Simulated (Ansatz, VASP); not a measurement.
# Mg in VASP and in Ansatz

```
Mg
1.0
    -1.82195    1.82195    1.69721
     1.82195   -1.82195    1.69721
     1.82195    1.82195   -1.69721
Mg
1
Cartesian
  0.0000 0.0000 0.0000
```

Alike in both runs: functional PBEsol; k mesh 16 × 16 × 16; occupations gaussian, width 0.1 eV; no spin polarisation.

Ansatz relaxed the structure, and its values are those at the end. VASP's run is a single point on that final structure, the one shown.

|  | VASP | Ansatz |
| --- | --- | --- |
| version | VASP 6.6.1 | Ansatz 0.2.0 |
| potentials or method | VASP PAW PBE potentials, release 64 (Mg), cutoff 520 eV | scalar-relativistic, plane waves, PAW |
| valence electrons in the cell | 2 | 10 |

VASP gave:

* gap on the k mesh at the Fermi level (eV): none
* pressure (GPa): -0.1

Question: Estimate Ansatz's values.

Answer: gap on the k mesh at the Fermi level (eV): none; pressure (GPa): 0.0.

VASP's potentials were made for PBE, not for PBEsol. A gap of «none» marks a metal or a gap that the smearing closes. VASP's potentials hold 2 valence electrons a cell and Ansatz's 10, so a difference there can come from the potentials and not from the codes.
